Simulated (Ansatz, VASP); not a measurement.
RbPt3: VASP beside Ansatz

```
Rb Pt
1.0
     7.66268    0.00000    0.00000
    -3.83134    6.63608    0.00000
     0.00000    0.00000    4.37774
Rb Pt
2 6
Cartesian
  0.0000 4.4241 1.0944
  3.8313 2.2120 3.2833
  3.8313 5.0673 1.0944
  -2.4727 5.8517 3.2833
  1.3586 0.7844 1.0944
  0.0000 1.5688 3.2833
  6.3041 0.7844 1.0944
  2.4727 5.8517 3.2833
```

Alike in both runs: functional PBE; k mesh 6 × 6 × 10; occupations gaussian, width 0.1 eV; no spin polarisation.

Ansatz relaxed the structure, and its values are those at the end. VASP's run is a single point on that final structure, the one shown.

```csv
,VASP,Ansatz
version,VASP 6.6.1,Ansatz 0.2.0
potentials or method,"VASP PAW PBE potentials, release 64 (Rb_sv, Pt), cutoff 520 eV","scalar-relativistic, plane waves, PAW"
valence electrons in the cell,78,126
```

```tsv
	VASP	Ansatz	Ansatz less VASP
gap on the k mesh at the Fermi level (eV)	none	none	-
pressure (GPa)	-0.1	0.0	+0.10
rms of the force components (eV/Å)	0.012	0.002	-0.0101
```

A gap of «none» marks a metal or a gap that the smearing closes. VASP's potentials hold 78 valence electrons a cell and Ansatz's 126, so a difference there can come from the potentials and not from the codes.

Spin-orbit coupling is off throughout.
